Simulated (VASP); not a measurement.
# C in VASP: single point with PBE+D3(BJ)

Aim: the single point of C with PBE+D3(BJ).

Program: VASP 6.6.1. These are calculated values, not measurements. Logs are shortened: lines on timing, memory, paths and dates and some standing lists are left out, and cuts for length are marked.

### 1 The cell of the first run

The cell holds a slab with vacuum, 6 atoms: a = 2.466 Å, b = 2.465 Å, c = 23.784 Å, α = 90.00°, β = 90.00°, γ = 120.01°.

### 2 Single point, PBE+D3(BJ)

File INCAR:

```
SYSTEM = C
PREC = Accurate ; ENCUT = 520
EDIFF = 1E-6 ; ISMEAR = 0
SIGMA = 0.05 ; LREAL = .FALSE.
LASPH = .TRUE. ; NELM = 100
ALGO = Normal ; ISIF = 2
LWAVE = .FALSE. ; LCHARG = .FALSE.
LDIPOL = .TRUE. ; IDIPOL = 3
DIPOL = 0.5 0.5 0.500 ; GGA = PE
IVDW = 12 ; NBANDS = 21
```

File KPOINTS:

```
Automatic mesh
0
G
  12 12 1
  0 0 0
```

File POSCAR:

```
C
1.0
    2.4656258796      0.0000000000      0.0000000000
   -1.2328129398      2.1341717713      0.0000000000
    0.0000000000      0.0000000000     23.7842703304
C
6
Direct
    0.6666996624      0.3333993247      0.3573790527
    0.3333003376      0.6666006753      0.3573790527
    0.1666996624      0.3333993247      0.5000000000
    0.8333003376      0.6666006753      0.5000000000
    0.6666996624      0.3333993247      0.6426209473
    0.3333003376      0.6666006753      0.6426209473
```

Potentials or basis: VASP PAW PBE potentials, release 64 (C).

Started as:

```console
$ cat potpaw_PBE.64/C/POTCAR > POTCAR
$ mpirun -np 1 vasp_std > vasp.out
```

OUTCAR:

```text
SYSTEM = C
   PREC = Accurate
   ENCUT = 520
   EDIFF = 1E-6
   ISMEAR = 0
   LREAL = .FALSE.
   LASPH = .TRUE.
   NELM = 100
   ISIF = 2
   GGA = PE
   IVDW = 12
 IVDW          = 12

 ion  position               nearest neighbor table
   1  0.667  0.333  0.357-   2 1.42   2 1.42   2 1.42
   2  0.333  0.667  0.357-   1 1.42   1 1.42   1 1.42
   3  0.167  0.333  0.500-   4 1.42   4 1.42   4 1.42
   4  0.833  0.667  0.500-   3 1.42   3 1.42   3 1.42
   5  0.667  0.333  0.643-   6 1.42   6 1.42   6 1.42
   6  0.333  0.667  0.643-   5 1.42   5 1.42   5 1.42

  Warning from LATTYP: Monoclinic adjustment (A1->A3, A2->A1, A3->A2)!
  LATTYP: Found a base centered orthorhombic cell.
 ALAT       =     2.4656258796
 B/A-ratio  =     1.7311399827
 C/A-ratio  =     9.6463419399

  Lattice vectors:

 A1 = (   1.2328129398,  -2.1341717713,   0.0000000000)
 A2 = (   1.2328129398,   2.1341717713,   0.0000000000)
 A3 = (   0.0000000000,   0.0000000000,  23.7842703304)

Analysis of symmetry for initial positions (statically):
=====================================================================
 Subroutine PRICEL returns:
 Original cell was already a primitive cell.

 Routine SETGRP: Setting up the symmetry group for a
 base centered orthorhombic supercell.

 Subroutine GETGRP returns: Found  8 space group operations
 (whereof  8 operations were pure point group operations)
 out of a pool of  8 trial point group operations.

The static configuration has the point symmetry D_2h.

Analysis of symmetry for dynamics (positions and initial velocities):
=====================================================================
 Subroutine PRICEL returns:
 Original cell was already a primitive cell.

 Routine SETGRP: Setting up the symmetry group for a
 base centered orthorhombic supercell.

 Subroutine GETGRP returns: Found  8 space group operations
 (whereof  8 operations were pure point group operations)
 out of a pool of  8 trial point group operations.

The dynamic configuration has the point symmetry D_2h.

 Subroutine INISYM returns: Found  8 space group operations
 (whereof  8 operations are pure point group operations),
 and found     1 'primitive' translations

----------------------------------------------------------------------------------------

                                     Primitive cell

  volume of cell :     125.1545

  direct lattice vectors                    reciprocal lattice vectors
     2.465625880  0.000000000  0.000000000     0.405576535  0.234282923  0.000000000
    -1.232812940  2.134171771  0.000000000     0.000000000  0.468565845  0.000000000
     0.000000000  0.000000000 23.784270330     0.000000000  0.000000000  0.042044594

  length of vectors
     2.465625880  2.464653504 23.784270330     0.468381056  0.468565845  0.042044594

  position of ions in fractional coordinates (direct lattice)
     0.666699662  0.333399325  0.357379053
     0.333300338  0.666600675  0.357379053
     0.166699662  0.333399325  0.500000000
     0.833300338  0.666600675  0.500000000
     0.666699662  0.333399325  0.642620947
     0.333300338  0.666600675  0.642620947

  ion indices of the primitive-cell ions
   primitive index   ion index
                 1           1
                 2           2
                 3           3
                 4           4
                 5           5
                 6           6

----------------------------------------------------------------------------------------

 KPOINTS: Automatic mesh

Automatic generation of k-mesh.
 Grid dimensions read from file:
 generate k-points for:   12   12    1

 Generating k-lattice:

  Cartesian coordinates                     Fractional coordinates (reciprocal lattice)
     0.033798045  0.019523577  0.000000000     0.083333333  0.000000000  0.000000000
     0.000000000  0.039047154  0.000000000     0.000000000  0.083333333  0.000000000
     0.000000000  0.000000000  0.042044594     0.000000000  0.000000000  1.000000000

  Length of vectors
     0.039031755  0.039047154  0.042044594

  Shift w.r.t. Gamma in fractional coordinates (k-lattice)
     0.000000000  0.000000000  0.000000000

 Subroutine IBZKPT returns following result:
 ===========================================

 Found     43 irreducible k-points:

 Following reciprocal coordinates:
            Coordinates               Weight
  0.000000  0.000000  0.000000      1.000000
  0.083333  0.000000  0.000000      4.000000
  0.166667  0.000000  0.000000      4.000000
  0.250000  0.000000  0.000000      4.000000
  0.333333  0.000000  0.000000      4.000000
  0.416667 -0.000000  0.000000      4.000000
[... 16 lines left out ...]
  0.333333  0.166667  0.000000      4.000000
  0.416667  0.166667  0.000000      4.000000
 [... further k-points ...]
   k-points           NKPTS =     43   k-points in BZ     NKDIM =     43   number of bands    NBANDS=     21
   number of dos      NEDOS =    301   number of ions     NIONS =      6
   total plane-waves  NPLWV =  58320
   dimension x,y,z NGX =    18 NGY =   18 NGZ =  180
   dimension x,y,z NGXF=    36 NGYF=   36 NGZF=  360
   ions per type =               6
   NGX,Y,Z   is equivalent  to a cutoff of  12.14, 12.14, 12.58 a.u.
   NGXF,Y,Z  is equivalent  to a cutoff of  24.27, 24.28, 25.16 a.u.
 SYSTEM =  C
   PREC   = accura    normal or accurate (medium, high low for compatibility)
   ISTART =      0    job   : 0-new  1-cont  2-samecut
   ICHARG =      2    charge: 1-file 2-atom 10-const
   ISPIN  =      1    spin polarized calculation?
   LNONCOLLINEAR =      F non collinear calculations
   LSORBIT =      F    spin-orbit coupling
   LASPH  =      T    aspherical Exc in radial PAW
   ENCUT  =  520.0 eV  38.22 Ry    6.18 a.u.   4.58  4.58 44.22*2*pi/ulx,y,z
   NELM   =    100;   NELMIN=  2; NELMDL= -5     # of ELM steps
   EDIFF  = 0.1E-05   stopping-criterion for ELM
   LREAL  =      F    real-space projection
   EDIFFG = 0.1E-04   stopping-criterion for IOM
   NSW    =      0    number of steps for IOM
   IBRION =     -1    ionic relax: 0-MD 1-quasi-New 2-CG
   NFREE  =      0    steps in history (QN), initial steepest desc. (CG)
   ISIF   =      2    stress and relaxation
   ISYM   =      2    0-nonsym 1-usesym 2-fastsym
   POTIM  = 0.5000    time-step for ionic-motion
   TEBEG  =    0.0;   TEEND  =   0.0 temperature during run
   PSTRESS=    0.0 pullay stress
   NELECT =      24.0000    total number of electrons
   NUPDOWN=      -1.0000    fix difference up-down
   EMIN   =  10.00;   EMAX   =-10.00  energy-range for DOS
   EFERMI =   0.00;   METHOD = LEGACY
   ISMEAR =     0;   SIGMA  =   0.05  broadening in eV -4-tet -1-fermi 0-gaus
   EFERMI_NEDOS =   21; number of points for ismear=-14 and -15
   IALGO  =     38    algorithm
   IMIX   =      4    mixing-type and parameters
     AMIX     =   0.40;   BMIX     =  1.00
     AMIX_MAG =   1.60;   BMIX_MAG =  1.00
  volume/ion in A,a.u.               =      20.86       140.76
  Fermi-wavevector in a.u.,A,eV,Ry     =   0.944053  1.784002 12.126007  0.891236
  Thomas-Fermi vector in A             =   2.071820
   LORBIT       =      0    0 simple, 1 ext, 2 COOP (PROOUT), +10 PAW based schemes
   GGA     = PE    functional components
   LHFCALC =     F    Hartree Fock is set to
   AEXX    =    0.0000 exact exchange contribution
   IVDW    =    12    specifies the selected vdW correction
   LEPSILON=     F    determine dielectric tensor
   LRPA    =     F    only Hartree local field effects (RPA)
 non-spin polarized calculation
 Gauss-broadening in eV      SIGMA  =   0.05
  energy-cutoff  :      520.00
  volume of cell :      125.15
 maximum number of plane-waves:      3414
   NGX =  9   NGY =  9   NGZ = 89

 dipolmoment           0.000000      0.000000      0.000000 electrons x Angstroem

 number of electron      23.9999993 magnetization

 dipolmoment           0.000000      0.000000     -0.000000 electrons x Angstroem

 Free energy of the ion-electron system (eV)
  ---------------------------------------------------
  ext. energy  EPLUGINS =         0.00000000
  ---------------------------------------------------
  free energy    TOTEN  =       -55.29160509 eV

  energy without entropy =      -55.29082117  energy(sigma->0) =      -55.29121313

 E-fermi :  -0.4758     XC(G=0):  -4.7395

 val. band max:       -0.4762537768   @ k =   0.3333   0.3333   0.0000
 cond. band min:      -0.4753967666   @ k =   0.3333   0.3333   0.0000
 fundamental gap:      0.0008570102
 Fermi energy:        -0.4758294663

 k-point     1 :       0.0000    0.0000    0.0000
  band No.  band energies     occupation
      1     -20.0935      2.00000
      2     -19.9975      2.00000
      3     -19.8983      2.00000
      4      -8.7202      2.00000
      5      -8.1030      2.00000
      6      -7.4140      2.00000
[... 13 lines left out ...]
     20       7.8211      0.00000
     21       7.8452      0.00000

 k-point     2 :       0.0833    0.0000    0.0000
  band No.  band energies     occupation
      1     -19.9283      2.00000
      2     -19.8334      2.00000
      3     -19.7351      2.00000
      4      -8.5205      2.00000
      5      -7.9072      2.00000
      6      -7.2231      2.00000
[... 13 lines left out ...]
     20       7.8996      0.00000
     21       7.9486      0.00000

 k-point     3 :       0.1667    0.0000    0.0000
  band No.  band energies     occupation
      1     -19.4345      2.00000
      2     -19.3426      2.00000
      3     -19.2473      2.00000
      4      -7.9261      2.00000
      5      -7.3249      2.00000
      6      -6.6565      2.00000
[... 13 lines left out ...]
     20       7.8664      0.00000
     21       7.9195      0.00000

 k-point     4 :       0.2500    0.0000    0.0000
  band No.  band energies     occupation
      1     -18.6181      2.00000
      2     -18.5310      2.00000
      3     -18.4407      2.00000
      4      -7.9301      2.00000
      5      -7.8995      2.00000
      6      -7.8647      2.00000
[... 13 lines left out ...]
     20       7.0879      0.00000
     21       7.5653      0.00000

 k-point     5 :       0.3333    0.0000    0.0000
  band No.  band energies     occupation
      1     -17.4913      2.00000
      2     -17.4110      2.00000
      3     -17.3275      2.00000
      4     -10.1461      2.00000
      5     -10.1043      2.00000
      6     -10.0586      2.00000
[... 13 lines left out ...]
     20       7.2599      0.00000
     21       7.6613      0.00000
[... 382 lines left out ...]
     20       7.7415      0.00000
     21       9.2519      0.00000

 k-point    22 :       0.2500    0.1667    0.0000
  band No.  band energies     occupation
      1     -17.0164      2.00000
      2     -16.9386      2.00000
      3     -16.8574      2.00000
      4      -9.9944      2.00000
      5      -9.9663      2.00000
      6      -9.9351      2.00000
[... 13 lines left out ...]
     20       9.2652      0.00000
     21       9.7306      0.00000

 k-point    23 :       0.3333    0.1667    0.0000
  band No.  band energies     occupation
      1     -15.6295      2.00000
      2     -15.5612      2.00000
      3     -15.4898      2.00000
      4     -11.9228      2.00000
      5     -11.8788      2.00000
      6     -11.8312      2.00000
[... 13 lines left out ...]
     20       9.6507      0.00000
     21      10.0974      0.00000

 k-point    24 :       0.4167    0.1667    0.0000
  band No.  band energies     occupation
      1     -14.3320      2.00000
      2     -14.3303      2.00000
      3     -14.3289      2.00000
      4     -13.3112      2.00000
      5     -13.3086      2.00000
      6     -13.3025      2.00000
[... 13 lines left out ...]
     20      11.0136      0.00000
     21      11.2071      0.00000

 [... further k-points ...]

------------------------ aborting loop because EDIFF is reached ----------------------------------------

 vacuum level on the upper side and lower side of the slab       (xc-potential included)        -0.181        -0.181

 Edisp (eV)   -0.78199

 E8    (eV) :    -0.2294

  FORCE on cell =-STRESS in cart. coord.  units (eV):
  Direction    XX          YY          ZZ          XY          YZ          ZX
  --------------------------------------------------------------------------------------
  -------------------------------------------------------------------------------------
  Total       0.27330     0.29067    -0.01125     0.00000     0.00000     0.00000
  in kB       3.49864     3.72102    -0.14406     0.00000     0.00000     0.00000
  external pressure =        2.36 kB  Pullay stress =        0.00 kB

 VOLUME and BASIS-vectors are now :
 -----------------------------------------------------------------------------
  energy-cutoff  :      520.00
  volume of cell :      125.15
      direct lattice vectors                 reciprocal lattice vectors
     2.465625880  0.000000000  0.000000000     0.405576535  0.234282923  0.000000000
    -1.232812940  2.134171771  0.000000000     0.000000000  0.468565845  0.000000000
     0.000000000  0.000000000 23.784270330     0.000000000  0.000000000  0.042044594

 POSITION                                       TOTAL-FORCE (eV/Angst)
 -----------------------------------------------------------------------------------
      1.23281      0.71153      8.50000         0.000000     -0.005722     -0.001811
     -0.00000      1.42264      8.50000        -0.000000      0.005722     -0.001811
      0.00000      0.71153     11.89214         0.000000     -0.005694      0.000000
      1.23281      1.42264     11.89214        -0.000000      0.005694     -0.000000
      1.23281      0.71153     15.28427         0.000000     -0.005722      0.001811
     -0.00000      1.42264     15.28427        -0.000000      0.005722      0.001811
 -----------------------------------------------------------------------------------
    total drift:                               -0.000000      0.000000      0.000000

  FREE ENERGIE OF THE ION-ELECTRON SYSTEM (eV)
  ---------------------------------------------------
  free  energy   TOTEN  =       -56.0735907893 eV

  energy  without entropy=      -56.0728068704  energy(sigma->0) =      -56.07319883

 vacuum level on the upper side and lower side of the slab         3.668         3.668
```

Run time: 67 s. Hardware: 1 thread of Intel Xeon 6975P-C (Granite Rapids), shared host; peak memory 0.27 GiB.

What came out:

```
Free energy                : -56.0736 eV
Largest force              : 0.006 eV/Å
Band gap on the k mesh     : zero (filled and empty bands touch)
Dispersion energy per atom : -0.130 eV
```

Forces on the atoms (eV/Å):
```
C    0.000 -0.006 -0.002
C    0.000  0.006 -0.002
C    0.000 -0.006  0.000
C    0.000  0.006  0.000
C    0.000 -0.006  0.002
C    0.000  0.006  0.002
```

Levels at points of the mesh, in eV from the Fermi level:
| k point | band 10 | band 11 | band 12 | band 13 | band 14 | band 15 |
| --- | --- | --- | --- | --- | --- | --- |
| (0.00, 0.00, 0.00) | -3.02 | -3.02 | -3.02 | 3.49 | 3.68 | 4.51 |
| (0.50, 0.00, 0.00) | -2.42 | -2.41 | -2.36 | 1.66 | 1.74 | 1.77 |
| (0.00, 0.50, 0.00) | -2.82 | -2.36 | -1.87 | 1.18 | 1.67 | 2.21 |
